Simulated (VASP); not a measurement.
# S (Fm-3m) in VASP: a series of runs

Runs on S. Level: PBE. Tasks: single point, relaxation of cell and atoms.

Program: VASP 6.6.1. These are calculated values, not measurements. Logs are shortened: lines on timing, memory, paths and dates and some standing lists are left out, and cuts for length are marked.

## 1. The cell of the first run

The structure is cubic, space group Fm-3m (No. 225). Conventional cell: a = 3.978 Å, b = 3.978 Å, c = 3.978 Å, α = 90.00°, β = 90.00°, γ = 90.00°. S (site symmetry m-3m) has 12 S at 2.81 Å within 3.7 Å.

## 2. Single point, PBE

Contents of INCAR:

```
ALGO = Normal ; EDIFF = 1E-6
ENCUT = 520 ; GGA = PE
ISIF = 2 ; ISMEAR = -1
LASPH = True ; LCHARG = False
LREAL = False ; LWAVE = False
NBANDS = 9 ; NELM = 80
PREC = Accurate ; SIGMA = 0.05
```

Contents of KPOINTS:

```
k-points
0
Gamma
  10 10 10
```

Contents of POSCAR:

```
S
1.0
    0.0000000000      1.9891517934      1.9891517934
    1.9891517934      0.0000000000      1.9891517934
    1.9891517934      1.9891517934      0.0000000000
S
1
Direct
    0.0000000000      0.0000000000      0.0000000000
```

Potentials or basis: VASP PAW PBE potentials, release 64 (S).

Started as:

```
$ cat potpaw_PBE.64/S/POTCAR > POTCAR
$ mpirun -np 1 vasp_std > vasp.out
```

OUTCAR:

```text
EDIFF = 1E-6
   ENCUT = 520
   GGA = PE
   ISIF = 2
   ISMEAR = -1
   LASPH = True
   LREAL = False
   NELM = 80
   PREC = Accurate

 ion  position               nearest neighbor table
   1  0.000  0.000  0.000-

  LATTYP: Found a face centered cubic cell.
 ALAT       =     3.9783035868

  Lattice vectors:

 A1 = (   0.0000000000,   1.9891517934,   1.9891517934)
 A2 = (   1.9891517934,   0.0000000000,   1.9891517934)
 A3 = (   1.9891517934,   1.9891517934,   0.0000000000)

Analysis of symmetry for initial positions (statically):
[... 33 lines left out ...]
                                     Primitive cell

  volume of cell :      15.7411

  direct lattice vectors                    reciprocal lattice vectors
     0.000000000  1.989151793  1.989151793    -0.251363421  0.251363421  0.251363421
     1.989151793  0.000000000  1.989151793     0.251363421 -0.251363421  0.251363421
     1.989151793  1.989151793  0.000000000     0.251363421  0.251363421 -0.251363421

  length of vectors
     2.813085444  2.813085444  2.813085444     0.435374217  0.435374217  0.435374217

  position of ions in fractional coordinates (direct lattice)
     0.000000000  0.000000000  0.000000000

  ion indices of the primitive-cell ions
   primitive index   ion index
                 1           1

----------------------------------------------------------------------------------------

 KPOINTS: k-points

Automatic generation of k-mesh.
 Grid dimensions read from file:
 generate k-points for:   10   10   10

 Generating k-lattice:

  Cartesian coordinates                     Fractional coordinates (reciprocal lattice)
    -0.025136342  0.025136342  0.025136342     0.100000000  0.000000000  0.000000000
     0.025136342 -0.025136342  0.025136342     0.000000000  0.100000000  0.000000000
     0.025136342  0.025136342 -0.025136342     0.000000000  0.000000000  0.100000000

  Length of vectors
     0.043537422  0.043537422  0.043537422

  Shift w.r.t. Gamma in fractional coordinates (k-lattice)
     0.000000000  0.000000000  0.000000000

 Subroutine IBZKPT returns following result:
 ===========================================

 Found     47 irreducible k-points:

 Following reciprocal coordinates:
            Coordinates               Weight
  0.000000  0.000000  0.000000      1.000000
  0.100000  0.000000  0.000000      8.000000
  0.200000  0.000000  0.000000      8.000000
  0.300000  0.000000  0.000000      8.000000
  0.400000  0.000000  0.000000      8.000000
  0.500000  0.000000  0.000000      4.000000
[... 16 lines left out ...]
  0.300000  0.300000  0.000000      6.000000
  0.400000  0.300000  0.000000     24.000000
 [... further k-points ...]
   k-points           NKPTS =     47   k-points in BZ     NKDIM =     47   number of bands    NBANDS=      9
   number of dos      NEDOS =    301   number of ions     NIONS =      1
   total plane-waves  NPLWV =  13824
   dimension x,y,z NGX =    24 NGY =   24 NGZ =   24
   dimension x,y,z NGXF=    48 NGYF=   48 NGZF=   48
   ions per type =               1
   NGX,Y,Z   is equivalent  to a cutoff of  14.18, 14.18, 14.18 a.u.
   NGXF,Y,Z  is equivalent  to a cutoff of  28.37, 28.37, 28.37 a.u.
 SYSTEM =  unknown system
   PREC   = accura    normal or accurate (medium, high low for compatibility)
   ISTART =      0    job   : 0-new  1-cont  2-samecut
   ICHARG =      2    charge: 1-file 2-atom 10-const
   ISPIN  =      1    spin polarized calculation?
   LNONCOLLINEAR =      F non collinear calculations
   LSORBIT =      F    spin-orbit coupling
   LASPH  =      T    aspherical Exc in radial PAW
   ENCUT  =  520.0 eV  38.22 Ry    6.18 a.u.   5.23  5.23  5.23*2*pi/ulx,y,z
   NELM   =     80;   NELMIN=  2; NELMDL= -5     # of ELM steps
   EDIFF  = 0.1E-05   stopping-criterion for ELM
   LREAL  =      F    real-space projection
   EDIFFG = 0.1E-04   stopping-criterion for IOM
   NSW    =      0    number of steps for IOM
   IBRION =     -1    ionic relax: 0-MD 1-quasi-New 2-CG
   NFREE  =      0    steps in history (QN), initial steepest desc. (CG)
   ISIF   =      2    stress and relaxation
   ISYM   =      2    0-nonsym 1-usesym 2-fastsym
   POTIM  = 0.5000    time-step for ionic-motion
   TEBEG  =    0.0;   TEEND  =   0.0 temperature during run
   PSTRESS=    0.0 pullay stress
   NELECT =       6.0000    total number of electrons
   NUPDOWN=      -1.0000    fix difference up-down
   EMIN   =  10.00;   EMAX   =-10.00  energy-range for DOS
   EFERMI =   0.00;   METHOD = LEGACY
   ISMEAR =    -1;   SIGMA  =   0.05  broadening in eV -4-tet -1-fermi 0-gaus
   EFERMI_NEDOS =   21; number of points for ismear=-14 and -15
   IALGO  =     38    algorithm
   IMIX   =      4    mixing-type and parameters
     AMIX     =   0.40;   BMIX     =  1.00
     AMIX_MAG =   1.60;   BMIX_MAG =  1.00
  volume/ion in A,a.u.               =      15.74       106.23
  Fermi-wavevector in a.u.,A,eV,Ry     =   1.186991  2.243087 19.169887  1.408947
  Thomas-Fermi vector in A             =   2.323152
   LORBIT       =      0    0 simple, 1 ext, 2 COOP (PROOUT), +10 PAW based schemes
   GGA     = PE    functional components
   LHFCALC =     F    Hartree Fock is set to
   AEXX    =    0.0000 exact exchange contribution
   IVDW    =     0    specifies the selected vdW correction
   LEPSILON=     F    determine dielectric tensor
   LRPA    =     F    only Hartree local field effects (RPA)
 non-spin polarized calculation
  energy-cutoff  :      520.00
  volume of cell :       15.74
 maximum number of plane-waves:       444
 NGX is ok and might be reduce to    24
   NGX = 11   NGY = 11   NGZ = 11

 number of electron       5.9999999 magnetization

 Free energy of the ion-electron system (eV)
  ---------------------------------------------------
  ext. energy  EPLUGINS =         0.00000000
  ---------------------------------------------------
  free energy    TOTEN  =        -2.84275225 eV

  energy without entropy =       -2.83741712  energy(sigma->0) =       -2.84008469

 E-fermi :   7.4769     XC(G=0): -11.2052

 val. band max:        7.4284446714   @ k =   0.5000   0.3000   0.0000
 cond. band min:       7.7137086210   @ k =   0.2000   0.1000   0.0000
 fundamental gap:      0.2852639496
 Fermi energy:         7.4768582359

 k-point     1 :       0.0000    0.0000    0.0000
  band No.  band energies     occupation
      1      -9.2429      2.00000
      2      10.7506      0.00000
      3      10.7506      0.00000
      4      10.7506      0.00000
      5      19.6473      0.00000
      6      19.6473      0.00000
      7      19.6473      0.00000
      8      22.0041      0.00000
      9      25.0007      0.00000

 k-point     2 :       0.1000    0.0000    0.0000
  band No.  band energies     occupation
      1      -9.0053      2.00000
      2       9.4860      0.00000
      3      10.5783      0.00000
      4      10.5783      0.00000
      5      19.2063      0.00000
      6      20.0333      0.00000
      7      20.0333      0.00000
      8      22.7906      0.00000
      9      24.3590      0.00000

 k-point     3 :       0.2000    0.0000    0.0000
  band No.  band energies     occupation
      1      -8.3058      2.00000
      2       6.7601      2.00000
      3      10.1900      0.00000
      4      10.1900      0.00000
      5      18.3142      0.00000
      6      20.4718      0.00000
      7      20.4718      0.00000
      8      23.9462      0.00000
      9      23.9468      0.00000

 k-point     4 :       0.3000    0.0000    0.0000
  band No.  band energies     occupation
      1      -7.1997      2.00000
      2       3.8007      2.00000
      3       9.7996      0.00000
      4       9.7996      0.00000
      5      17.5794      0.00000
      6      19.8663      0.00000
      7      19.8663      0.00000
      8      25.4650      0.00000
      9      25.5201      0.00000

 k-point     5 :       0.4000    0.0000    0.0000
  band No.  band energies     occupation
      1      -5.8800      2.00000
      2       1.2641      2.00000
      3       9.5350      0.00000
      4       9.5350      0.00000
      5      17.1427      0.00000
      6      19.1431      0.00000
      7      19.1431      0.00000
      8      25.0054      0.00000
      9      27.8530      0.00000

 k-point     6 :       0.5000    0.0000    0.0000
  band No.  band energies     occupation
      1      -5.1092      2.00000
      2       0.0743      2.00000
      3       9.4436      0.00000
      4       9.4436      0.00000
      5      17.0008      0.00000
      6      18.8680      0.00000
      7      18.8680      0.00000
      8      24.7171      0.00000
      9      29.2847      0.00000
[... 169 lines left out ...]
 k-point    21 :      -0.3000    0.2000    0.0000
  band No.  band energies     occupation
      1      -5.5902      2.00000
      2       2.6837      2.00000
      3       5.6710      2.00000
      4       9.2692      0.00000
      5      17.2458      0.00000
      6      20.5090      0.00000
      7      21.1525      0.00000
      8      24.3256      0.00000
      9      24.4644      0.00000

 k-point    22 :      -0.2000    0.2000    0.0000
  band No.  band energies     occupation
      1      -6.8251      2.00000
      2       4.7420      2.00000
      3       6.3932      2.00000
      4       9.9416      0.00000
      5      18.6965      0.00000
      6      19.9188      0.00000
      7      21.3878      0.00000
      8      22.2615      0.00000
      9      23.2843      0.00000

 k-point    23 :       0.3000    0.3000    0.0000
  band No.  band energies     occupation
      1      -6.4976      2.00000
      2       5.1996      2.00000
      3       7.7267      0.01342
      4       7.7267      0.01342
      5      14.7738      0.00000
      6      15.4759      0.00000
      7      25.8420      0.00000
      8      25.8420      0.00000
      9      27.4236      0.00000

 k-point    24 :       0.4000    0.3000    0.0000
  band No.  band energies     occupation
      1      -5.4752      2.00000
      2       3.6715      2.00000
      3       6.6204      2.00000
      4       7.3991      1.65121
      5      14.4355      0.00000
      6      15.5043      0.00000
      7      25.7365      0.00000
      8      26.2319      0.00000
      9      29.2527      0.00000

 [... further k-points ...]
[... 5 lines left out ...]
  --------------------------------------------------------------------------------------
  -------------------------------------------------------------------------------------
  Total       -0.0178320     -0.0178320     -0.0178320      0.0000000      0.0000000      0.0000000
  in kB       -1.8150043     -1.8150043     -1.8150043      0.0000000      0.0000000      0.0000000
  external PRESSURE =      -1.8150043 kB  Pullay stress =       0.0000000 kB

 VOLUME and BASIS-vectors are now :
 -----------------------------------------------------------------------------
  energy-cutoff  :      520.00
  volume of cell :       15.74
      direct lattice vectors                 reciprocal lattice vectors
     0.000000000  1.989151793  1.989151793    -0.251363421  0.251363421  0.251363421
     1.989151793  0.000000000  1.989151793     0.251363421 -0.251363421  0.251363421
     1.989151793  1.989151793  0.000000000     0.251363421  0.251363421 -0.251363421

 POSITION                                       TOTAL-FORCE (eV/Angst)
 -----------------------------------------------------------------------------------
      0.00000      0.00000      0.00000         0.000000      0.000000      0.000000
 -----------------------------------------------------------------------------------
    total drift:                               -0.000000     -0.000000      0.000000

  FREE ENERGIE OF THE ION-ELECTRON SYSTEM (eV)
  ---------------------------------------------------
  free  energy   TOTEN  =        -2.8427522545 eV

  energy  without entropy=       -2.8374171222  energy(sigma->0) =       -2.84008469
```

It took 3.2 s on 1 thread of AMD EPYC 9R45 (Zen 5), shared host; peak memory 0.1 GiB.

Results:

```yaml
Free_energy: -2.8428 eV
Pressure: -0.2 GPa
Band_gap_on_the_k_mesh: zero (band 3 reaches 10.75 eV, above the bottom of band 4 at 5.11 eV)
```

Levels at points of the mesh, in eV from the Fermi level:
```csv
k point,band 1,band 2,band 3,band 4,band 5,band 6
"(0.00, 0.00, 0.00)",-16.72,3.27,3.27,3.27,12.17,12.17
"(0.50, 0.00, 0.00)",-12.59,-7.40,1.97,1.97,9.52,11.39
"(0.50, 0.50, 0.00)",-10.93,-6.40,-0.78,-0.78,5.43,5.93
```

## 3. Relaxation of cell and atoms, PBE

This run uses another cell than the first one, of 15.82 Å³/atom, 1.005 times its volume.

Contents of INCAR:

```
  PREC = Accurate
  ENCUT = 600
  EDIFF = 1E-7
  ISMEAR = -1
  SIGMA = 0.05
  LREAL = False
  LASPH = True
  NELM = 60
  ALGO = Normal
  ISIF = 3
  LWAVE = False
  LCHARG = False
  GGA = PE
  IBRION = 2
  NSW = 80
  EDIFFG = -0.01
```

Contents of KPOINTS:

```
regular mesh
0
Gamma
  10 10 10
```

Contents of POSCAR:

```
S
1.0
    0.0000000000      1.9924095260      1.9924095260
    1.9924095260      0.0000000000      1.9924095260
    1.9924095260      1.9924095260      0.0000000000
S
1
Direct
    0.0000000000      0.0000000000      0.0000000000
```

Potentials or basis: VASP PAW PBE potentials, release 64 (S).

Started as:

```
$ cat potpaw_PBE.64/S/POTCAR > POTCAR
$ mpirun -np 1 vasp_std > vasp.out
```

OUTCAR:

```text
PREC = Accurate
   ENCUT = 600
   EDIFF = 1E-7
   ISMEAR = -1
   LREAL = False
   LASPH = True
   NELM = 60
   ISIF = 3
   GGA = PE
   IBRION = 2
   NSW = 80
   EDIFFG = -0.01

 ion  position               nearest neighbor table
   1  0.000  0.000  0.000-

  LATTYP: Found a face centered cubic cell.
 ALAT       =     3.9848190520

  Lattice vectors:

 A1 = (   0.0000000000,   1.9924095260,   1.9924095260)
 A2 = (   1.9924095260,   0.0000000000,   1.9924095260)
 A3 = (   1.9924095260,   1.9924095260,   0.0000000000)

Analysis of symmetry for initial positions (statically):
[... 33 lines left out ...]
                                     Primitive cell

  volume of cell :      15.8185

  direct lattice vectors                    reciprocal lattice vectors
     0.000000000  1.992409526  1.992409526    -0.250952424  0.250952424  0.250952424
     1.992409526  0.000000000  1.992409526     0.250952424 -0.250952424  0.250952424
     1.992409526  1.992409526  0.000000000     0.250952424  0.250952424 -0.250952424

  length of vectors
     2.817692573  2.817692573  2.817692573     0.434662349  0.434662349  0.434662349

  position of ions in fractional coordinates (direct lattice)
     0.000000000  0.000000000  0.000000000

[... 164 lines left out ...]
  free energy    TOTEN  =        -2.84283189 eV

  energy without entropy =       -2.83752954  energy(sigma->0) =       -2.84018072

 E-fermi :   7.5117     XC(G=0): -11.2171

 val. band max:        7.4639583131   @ k =   0.5000   0.3000   0.0000
 cond. band min:       7.7533858536   @ k =   0.2000   0.1000   0.0000
 fundamental gap:      0.2894275405
 Fermi energy:         7.5116905785

 k-point     1 :       0.0000    0.0000    0.0000
  band No.  band energies     occupation
      1      -9.2322      2.00000
      2      10.7990      0.00000
      3      10.7990      0.00000
      4      10.7990      0.00000
      5      19.6831      0.00000
      6      19.6831      0.00000
      7      19.6831      0.00000
[... 221 lines left out ...]
 k-point    24 :       0.4000    0.3000    0.0000
  band No.  band energies     occupation
      1      -5.4526      2.00000
      2       3.7021      2.00000
      3       6.6518      2.00000
      4       7.4345      1.64812
      5      14.4640      0.00000
      6      15.5370      0.00000
      7      25.7883      0.00000

 [... further k-points ...]
[... 5 lines left out ...]
  --------------------------------------------------------------------------------------
  -------------------------------------------------------------------------------------
  Total        0.0080096      0.0080096      0.0080096      0.0000000      0.0000000      0.0000000
  in kB        0.8172416      0.8172416      0.8172416      0.0000000      0.0000000      0.0000000
  external PRESSURE =       0.8172416 kB  Pullay stress =       0.0000000 kB

 VOLUME and BASIS-vectors are now :
 -----------------------------------------------------------------------------
  energy-cutoff  :      600.00
  volume of cell :       15.70
      direct lattice vectors                 reciprocal lattice vectors
    -0.000000000  1.987525986  1.987525986    -0.251569038  0.251569038  0.251569038
     1.987525986 -0.000000000  1.987525986     0.251569038 -0.251569038  0.251569038
     1.987525986  1.987525986  0.000000000     0.251569038  0.251569038 -0.251569038

 POSITION                                       TOTAL-FORCE (eV/Angst)
 -----------------------------------------------------------------------------------
      1.98753      3.97505      1.98753         0.000000      0.000000      0.000000
 -----------------------------------------------------------------------------------
    total drift:                               -0.000000     -0.000000     -0.000000

  FREE ENERGIE OF THE ION-ELECTRON SYSTEM (eV)
  ---------------------------------------------------
  free  energy   TOTEN  =        -2.8428318891 eV

  energy  without entropy=       -2.8375295427  energy(sigma->0) =       -2.84018072

 reached required accuracy - stopping structural energy minimisation
```

CONTCAR:

```text
S
   1.00000000000000
    -0.0000000000000000    1.9875259858049077    1.9875259858049077
     1.9875259858049077   -0.0000000000000000    1.9875259858049077
     1.9875259858049077    1.9875259858049077    0.0000000000000000
  S
     1
Direct
     1.0000000000000000    0.0000000000000000    1.0000000000000000

  0.00000000E+00  0.00000000E+00  0.00000000E+00
```

It took 5 s on 1 thread of AMD EPYC 9R45 (Zen 5), shared host; peak memory 0.1 GiB.

Results:

```yaml
Free_energy: -2.8428 eV
Relaxed_volume: 15.70 Å³/atom
Relaxed_cell: a = 2.811 Å, b = 2.811 Å, c = 2.811 Å, α = 60.00°, β = 60.00°, γ = 60.00°
Space_group_after_relaxing_to_0.05_Å: Fm-3m (No. 225)
Energy_gained_by_relaxing: 0.2 meV/atom
Ionic_steps: 2
Pressure_after_relaxing: 0.1 GPa
Band_gap_on_the_k_mesh: zero (band 3 reaches 10.80 eV, above the bottom of band 4 at 5.14 eV)
```

Step by step:
```
step  energy change (eV)  largest force (eV/Å)  pressure (GPa)  volume (Å³)
   1              0.0000                0.0000           -0.51        15.82
   2             -0.0002                0.0000            0.08        15.70
```

Final structure:
```yaml
crystal:
  lattice:
    - [0.00000, 1.98753, 1.98753]
    - [1.98753, 0.00000, 1.98753]
    - [1.98753, 1.98753, 0.00000]
  atoms:
    - { symbol: S, position: [0.00000, 0.00000, 0.00000] }
```

Levels at points of the mesh, in eV from the Fermi level:
| k point | band 1 | band 2 | band 3 | band 4 | band 5 | band 6 |
| --- | --- | --- | --- | --- | --- | --- |
| (0.00, 0.00, 0.00) | -16.74 | 3.29 | 3.29 | 3.29 | 12.17 | 12.17 |
| (0.50, 0.00, 0.00) | -12.59 | -7.42 | 1.98 | 1.98 | 9.53 | 11.39 |
| (0.50, 0.50, 0.00) | -10.93 | -6.42 | -0.78 | -0.78 | 5.42 | 5.92 |
